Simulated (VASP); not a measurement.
NaI, 2 atoms in the cell. The structure is cubic, space group Fm-3m (No. 225). The conventional cell has a = 6.263 Å, b = 6.263 Å, c = 6.263 Å, α = 90.00°, β = 90.00°, γ = 90.00°. Na (site symmetry m-3m) has 6 I at 3.13 Å within 4.1 Å. I (site symmetry m-3m) has 6 Na at 3.13 Å within 4.1 Å. 

```yaml
Program: VASP 6.6.1
Task: single point
Functional: LDA
Potentials_or_basis: VASP PAW LDA potentials, release 64 (Na_pv, I)
Cutoff: 520 eV
k_mesh: 6 × 6 × 6
Occupations: gaussian, width 0.02 eV
Spin: no spin polarisation
Dipole_correction: no
Further_INCAR_settings: ALGO = Normal; EDIFF = 1e-06; NBANDS = 14
```

Potentials or basis: VASP PAW LDA potentials, release 64 (Na_pv, I).

Command:

```console
$ cat potpaw_LDA.64/Na_pv/POTCAR potpaw_LDA.64/I/POTCAR > POTCAR
$ mpirun -np 1 vasp_std > vasp.out
```

Hardware: 1 thread of Intel Xeon 8259CL, with other jobs on the host.

Estimate the wall time of this run.

Wall time 16 s on 1 thread of Intel Xeon 8259CL (shared host), peak memory 0.17 GiB. Counts: scf iterations 11, k points 16.
